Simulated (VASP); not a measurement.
# AlRu (Fm-3m) in VASP: a series of runs

The runs below take AlRu through single point, with PBE.

All numbers are computed with VASP 6.6.1; they aren't measurements. Logs are shortened: lines on timing, memory, paths and dates and some standing lists are left out, and cuts for length are marked.

## 1. The cell of the first run

Symmetry: Fm-3m, No. 225, cubic system. The conventional cell has a = 4.984 Å, b = 4.984 Å, c = 4.984 Å, α = 90.00°, β = 90.00°, γ = 90.00°. Within 3.3 Å of Al (site symmetry m-3m) lie 6 Ru at 2.49 Å. Within 3.3 Å of Ru (site symmetry m-3m) lie 6 Al at 2.49 Å.

## 2. Single point, PBE

INCAR reads:

```
SYSTEM = AlRu
ALGO     = Fast           ! electronic algorithm
EDIFF    = 1E-7           ! SCF threshold, eV
ENCUT    = 520            ! plane-wave cutoff, eV
GGA      = PE             ! functional
ISIF     = 2              ! what is computed and relaxed
ISMEAR   = 0              ! smearing method
LASPH    = .TRUE.         ! aspherical terms in the spheres
LCHARG   = .TRUE.         ! write CHGCAR
LELF     = .TRUE.         ! ELF
LREAL    = .FALSE.        ! projectors in reciprocal space
LVHAR    = .TRUE.       
LWAVE    = .FALSE.        ! write WAVECAR
NBANDS   = 16             ! bands
NELM     = 60             ! most SCF steps
PREC     = Accurate       ! precision mode
SIGMA    = 0.1            ! smearing width, eV
```

KPOINTS reads:

```
k-points
0
G
  6 6 6
  0 0 0
```

POSCAR reads:

```
AlRu
1.0
    0.0000000000      2.4919831900      2.4919831900
    2.4919831900      0.0000000000      2.4919831900
    2.4919831900      2.4919831900      0.0000000000
Al Ru
1 1
Direct
    0.0000000000      0.0000000000      0.0000000000
    0.5000000000      0.5000000000      0.5000000000
```

Potentials or basis: VASP PAW PBE potentials, release 64 (Al, Ru_pv).

Command:

```
$ cat potpaw_PBE.64/Al/POTCAR potpaw_PBE.64/Ru_pv/POTCAR > POTCAR
$ mpirun -np 1 vasp_std > vasp.out
```

OUTCAR:

```text
SYSTEM = AlRu
   EDIFF = 1E-7
   ENCUT = 520
   GGA = PE
   ISIF = 2
   ISMEAR = 0
   LASPH = .TRUE.
   LREAL = .FALSE.
   NELM = 60
   PREC = Accurate

 ion  position               nearest neighbor table
   1  0.000  0.000  0.000-   2 2.49   2 2.49   2 2.49   2 2.49   2 2.49   2 2.49
   2  0.500  0.500  0.500-   1 2.49   1 2.49   1 2.49   1 2.49   1 2.49   1 2.49

  LATTYP: Found a face centered cubic cell.
 ALAT       =     4.9839663800

  Lattice vectors:

 A1 = (   0.0000000000,   2.4919831900,   2.4919831900)
 A2 = (   2.4919831900,   0.0000000000,   2.4919831900)
 A3 = (   2.4919831900,   2.4919831900,   0.0000000000)

Analysis of symmetry for initial positions (statically):
=====================================================================
 Subroutine PRICEL returns:
 Original cell was already a primitive cell.

 Routine SETGRP: Setting up the symmetry group for a
 face centered cubic supercell.

 Subroutine GETGRP returns: Found 48 space group operations
 (whereof 48 operations were pure point group operations)
 out of a pool of 48 trial point group operations.

The static configuration has the point symmetry O_h .

Analysis of symmetry for dynamics (positions and initial velocities):
=====================================================================
 Subroutine PRICEL returns:
 Original cell was already a primitive cell.

 Routine SETGRP: Setting up the symmetry group for a
 face centered cubic supercell.

 Subroutine GETGRP returns: Found 48 space group operations
 (whereof 48 operations were pure point group operations)
 out of a pool of 48 trial point group operations.

The dynamic configuration has the point symmetry O_h .

 Subroutine INISYM returns: Found 48 space group operations
 (whereof 48 operations are pure point group operations),
 and found     1 'primitive' translations

----------------------------------------------------------------------------------------

                                     Primitive cell

  volume of cell :      30.9503

  direct lattice vectors                    reciprocal lattice vectors
     0.000000000  2.491983190  2.491983190    -0.200643408  0.200643408  0.200643408
     2.491983190  0.000000000  2.491983190     0.200643408 -0.200643408  0.200643408
     2.491983190  2.491983190  0.000000000     0.200643408  0.200643408 -0.200643408

  length of vectors
     3.524196425  3.524196425  3.524196425     0.347524577  0.347524577  0.347524577

  position of ions in fractional coordinates (direct lattice)
     0.000000000  0.000000000  0.000000000
     0.500000000  0.500000000  0.500000000

  ion indices of the primitive-cell ions
   primitive index   ion index
                 1           1
                 2           2

----------------------------------------------------------------------------------------

 KPOINTS: k-points

Automatic generation of k-mesh.
 Grid dimensions read from file:
 generate k-points for:    6    6    6

 Generating k-lattice:

  Cartesian coordinates                     Fractional coordinates (reciprocal lattice)
    -0.033440568  0.033440568  0.033440568     0.166666667  0.000000000  0.000000000
     0.033440568 -0.033440568  0.033440568     0.000000000  0.166666667  0.000000000
     0.033440568  0.033440568 -0.033440568     0.000000000  0.000000000  0.166666667

  Length of vectors
     0.057920763  0.057920763  0.057920763

  Shift w.r.t. Gamma in fractional coordinates (k-lattice)
     0.000000000  0.000000000  0.000000000

 Subroutine IBZKPT returns following result:
 ===========================================

 Found     16 irreducible k-points:

 Following reciprocal coordinates:
            Coordinates               Weight
  0.000000  0.000000  0.000000      1.000000
  0.166667  0.000000  0.000000      8.000000
  0.333333  0.000000  0.000000      8.000000
  0.500000  0.000000  0.000000      4.000000
  0.166667  0.166667  0.000000      6.000000
  0.333333  0.166667  0.000000     24.000000
[... 8 lines left out ...]
 -0.333333  0.333333  0.166667     24.000000
 -0.333333  0.500000  0.166667     12.000000
   k-points           NKPTS =     16   k-points in BZ     NKDIM =     16   number of bands    NBANDS=     16
   number of dos      NEDOS =    301   number of ions     NIONS =      2
   total plane-waves  NPLWV =  21952
   dimension x,y,z NGX =    28 NGY =   28 NGZ =   28
   dimension x,y,z NGXF=    56 NGYF=   56 NGZF=   56
   ions per type =               1   1
   NGX,Y,Z   is equivalent  to a cutoff of  13.21, 13.21, 13.21 a.u.
   NGXF,Y,Z  is equivalent  to a cutoff of  26.42, 26.42, 26.42 a.u.
 SYSTEM =  AlRu
   PREC   = accura    normal or accurate (medium, high low for compatibility)
   ISTART =      0    job   : 0-new  1-cont  2-samecut
   ICHARG =      2    charge: 1-file 2-atom 10-const
   ISPIN  =      1    spin polarized calculation?
   LNONCOLLINEAR =      F non collinear calculations
   LSORBIT =      F    spin-orbit coupling
   LASPH  =      T    aspherical Exc in radial PAW
   ENCUT  =  520.0 eV  38.22 Ry    6.18 a.u.   6.55  6.55  6.55*2*pi/ulx,y,z
   NELM   =     60;   NELMIN=  2; NELMDL= -5     # of ELM steps
   EDIFF  = 0.1E-06   stopping-criterion for ELM
   LREAL  =      F    real-space projection
   EDIFFG = 0.1E-05   stopping-criterion for IOM
   NSW    =      0    number of steps for IOM
   IBRION =     -1    ionic relax: 0-MD 1-quasi-New 2-CG
   NFREE  =      0    steps in history (QN), initial steepest desc. (CG)
   ISIF   =      2    stress and relaxation
   ISYM   =      2    0-nonsym 1-usesym 2-fastsym
   POTIM  = 0.5000    time-step for ionic-motion
   TEBEG  =    0.0;   TEEND  =   0.0 temperature during run
   PSTRESS=    0.0 pullay stress
   NELECT =      17.0000    total number of electrons
   NUPDOWN=      -1.0000    fix difference up-down
   EMIN   =  10.00;   EMAX   =-10.00  energy-range for DOS
   EFERMI =   0.00;   METHOD = LEGACY
   ISMEAR =     0;   SIGMA  =   0.10  broadening in eV -4-tet -1-fermi 0-gaus
   EFERMI_NEDOS =   21; number of points for ismear=-14 and -15
   IALGO  =     68    algorithm
   IMIX   =      4    mixing-type and parameters
     AMIX     =   0.40;   BMIX     =  1.00
     AMIX_MAG =   1.60;   BMIX_MAG =  1.00
  volume/ion in A,a.u.               =      15.48       104.43
  Fermi-wavevector in a.u.,A,eV,Ry     =   1.340714  2.533581 24.456650  1.797513
  Thomas-Fermi vector in A             =   2.469005
   LORBIT       =      0    0 simple, 1 ext, 2 COOP (PROOUT), +10 PAW based schemes
   GGA     = PE    functional components
   LHFCALC =     F    Hartree Fock is set to
   AEXX    =    0.0000 exact exchange contribution
   IVDW    =     0    specifies the selected vdW correction
   LEPSILON=     F    determine dielectric tensor
   LRPA    =     F    only Hartree local field effects (RPA)
 non-spin polarized calculation
 RMM-DIIS sequential band-by-band and
 Gauss-broadening in eV      SIGMA  =   0.10
  energy-cutoff  :      520.00
  volume of cell :       30.95
 maximum number of plane-waves:       869
 NGX is ok and might be reduce to    28
   NGX = 13   NGY = 13   NGZ = 13

 number of electron      17.0000001 magnetization

 Free energy of the ion-electron system (eV)
  ---------------------------------------------------
  ext. energy  EPLUGINS =         0.00000000
  ---------------------------------------------------
  free energy    TOTEN  =       -12.66689440 eV

  energy without entropy =      -12.65305344  energy(sigma->0) =      -12.65997392

 E-fermi :   9.0187     XC(G=0): -11.7376

 val. band max:        8.9515052348   @ k =  -0.3333   0.1667   0.0000
 cond. band min:       9.0433892486   @ k =   0.5000   0.3333   0.1667
 fundamental gap:      0.0918840138
 Fermi energy:         9.0187158262

 k-point     1 :       0.0000    0.0000    0.0000
  band No.  band energies     occupation
      1     -32.8196      2.00000
      2     -32.8196      2.00000
      3     -32.8196      2.00000
      4       0.0292      2.00000
      5       7.0425      2.00000
      6       7.0425      2.00000
[... 8 lines left out ...]
     15      22.3915      0.00000
     16      22.3915      0.00000

 k-point     2 :       0.1667    0.0000    0.0000
  band No.  band energies     occupation
      1     -32.8365      2.00000
      2     -32.8223      2.00000
      3     -32.8223      2.00000
      4       0.5874      2.00000
      5       6.6941      2.00000
      6       6.9551      2.00000
[... 8 lines left out ...]
     15      21.5084      0.00000
     16      22.1678      0.00000

 k-point     3 :       0.3333    0.0000    0.0000
  band No.  band energies     occupation
      1     -32.8702      2.00000
      2     -32.8277      2.00000
      3     -32.8277      2.00000
      4       2.1241      2.00000
      5       5.7998      2.00000
      6       6.4569      2.00000
[... 8 lines left out ...]
     15      19.7221      0.00000
     16      21.6681      0.00000

 k-point     4 :       0.5000    0.0000    0.0000
  band No.  band energies     occupation
      1     -32.8869      2.00000
      2     -32.8304      2.00000
      3     -32.8304      2.00000
      4       3.8520      2.00000
      5       4.5172      2.00000
      6       6.2324      2.00000
[... 8 lines left out ...]
     15      19.5990      0.00000
     16      21.6658      0.00000
[... 172 lines left out ...]
 k-point    14 :       0.5000    0.3333    0.1667
  band No.  band energies     occupation
      1     -32.8696      2.00000
      2     -32.8472      2.00000
      3     -32.8360      2.00000
      4       3.0916      2.00000
      5       5.5709      2.00000
      6       5.9286      2.00000
[... 8 lines left out ...]
     15      20.8718      0.00000
     16      21.6730      0.00000

 k-point    15 :      -0.3333    0.3333    0.1667
  band No.  band energies     occupation
      1     -32.8717      2.00000
      2     -32.8551      2.00000
      3     -32.8400      2.00000
      4       4.0044      2.00000
      5       5.1381      2.00000
      6       6.0247      2.00000
[... 8 lines left out ...]
     15      21.6689      0.00000
     16      22.6823      0.00000

 k-point    16 :      -0.3333    0.5000    0.1667
  band No.  band energies     occupation
      1     -32.8724      2.00000
      2     -32.8542      2.00000
      3     -32.8462      2.00000
      4       3.6444      2.00000
      5       5.7253      2.00000
      6       6.1655      2.00000
[... 8 lines left out ...]
     15      21.6672      0.00000
     16      22.2503      0.00000

------------------------ aborting loop because EDIFF is reached ----------------------------------------

  FORCE on cell =-STRESS in cart. coord.  units (eV):
  Direction    XX          YY          ZZ          XY          YZ          ZX
  --------------------------------------------------------------------------------------
  -------------------------------------------------------------------------------------
  Total        0.0322479      0.0322479      0.0322479      0.0000000     -0.0000000     -0.0000000
  in kB        1.6693451      1.6693451      1.6693451      0.0000000     -0.0000000     -0.0000000
  external PRESSURE =       1.6693451 kB  Pullay stress =       0.0000000 kB

 VOLUME and BASIS-vectors are now :
 -----------------------------------------------------------------------------
  energy-cutoff  :      520.00
  volume of cell :       30.95
      direct lattice vectors                 reciprocal lattice vectors
     0.000000000  2.491983190  2.491983190    -0.200643408  0.200643408  0.200643408
     2.491983190  0.000000000  2.491983190     0.200643408 -0.200643408  0.200643408
     2.491983190  2.491983190  0.000000000     0.200643408  0.200643408 -0.200643408

 POSITION                                       TOTAL-FORCE (eV/Angst)
 -----------------------------------------------------------------------------------
      0.00000      0.00000      0.00000        -0.000000      0.000000     -0.000000
      2.49198      2.49198      2.49198         0.000000     -0.000000      0.000000
 -----------------------------------------------------------------------------------
    total drift:                                0.000000      0.000000      0.000000

  FREE ENERGIE OF THE ION-ELECTRON SYSTEM (eV)
  ---------------------------------------------------
  free  energy   TOTEN  =       -12.6668943983 eV

  energy  without entropy=      -12.6530534370  energy(sigma->0) =      -12.65997392
```

Run time: 16 s. Hardware: 1 thread of AMD EPYC 7R43 (Zen 3), shared host; peak memory 0.11 GiB.

What came out:

```
Free energy : -12.6669 eV
Pressure    : 0.2 GPa
```

Levels at points of the mesh, in eV from the Fermi level:
```
           k point  band 7  band 8  band 9  band 10  band 11  band 12
(0.00, 0.00, 0.00)   -1.98   -1.67   -1.67     6.56     6.56     6.56
(0.50, 0.00, 0.00)   -2.79   -0.31   -0.31     1.29     7.34     7.94
(0.50, 0.50, 0.00)   -0.94    0.09    0.09     2.18     2.42     2.42
```

Caveat: the k points lie up to 0.36 Å⁻¹ apart.

## 3. Single point, PBE, collinear spin, ferromagnetic start

INCAR reads:

```
SYSTEM = AlRu
ALGO = Fast
EDIFF = 1E-6
ENCUT = 520
GGA = PE
ISIF = 2
ISMEAR = 0
ISPIN = 2
LASPH = .TRUE.
LCHARG = .FALSE.
LMAXMIX = 4
LORBIT = 11
LREAL = .FALSE.
LWAVE = .FALSE.
MAGMOM = 0 1
NBANDS = 20
NELM = 150
PREC = Accurate
SIGMA = 0.1
```

KPOINTS is that of step 2.

POSCAR is that of step 2.

Potentials or basis: VASP PAW PBE potentials, release 64 (Al, Ru_pv).

Command:

```
$ cat potpaw_PBE.64/Al/POTCAR potpaw_PBE.64/Ru_pv/POTCAR > POTCAR
$ mpirun -np 1 vasp_std > vasp.out
```

Wall time 34 s (1 thread of AMD EPYC 7R43 (Zen 3), shared host); peak memory 0.14 GiB.

It converged, with:

```
Free energy                                           : -12.6698 eV
Pressure                                              : 0.6 GPa
Net moment                                            : 0.54 μB per cell
Site moments                                          : Al -0.01; Ru +0.54 μB
Valence electrons inside the program's atomic spheres : Al 0.84; Ru 12.78
```

Levels at points of the mesh, in eV from the Fermi level:
Spin up:
```
           k point  band 6  band 7  band 8  band 9  band 10  band 11  band 12  band 13
(0.00, 0.00, 0.00)   -2.19   -2.19   -1.83   -1.83     6.55     6.55     6.55    10.06
(0.50, 0.00, 0.00)   -2.93   -2.93   -0.55   -0.55     1.08     7.33     7.89     7.89
(0.50, 0.50, 0.00)   -2.45   -1.11   -0.17   -0.17     2.05     2.39     2.39     8.38
```
Spin down:
```csv
k point,band 6,band 7,band 8,band 9,band 10,band 11,band 12,band 13
"(0.00, 0.00, 0.00)",-1.82,-1.82,-1.58,-1.58,6.54,6.54,6.54,10.06
"(0.50, 0.00, 0.00)",-2.70,-2.70,-0.13,-0.13,1.44,7.32,7.95,7.95
"(0.50, 0.50, 0.00)",-2.43,-0.84,0.30,0.30,2.25,2.41,2.41,8.51
```

Caveat: the k points lie up to 0.36 Å⁻¹ apart.
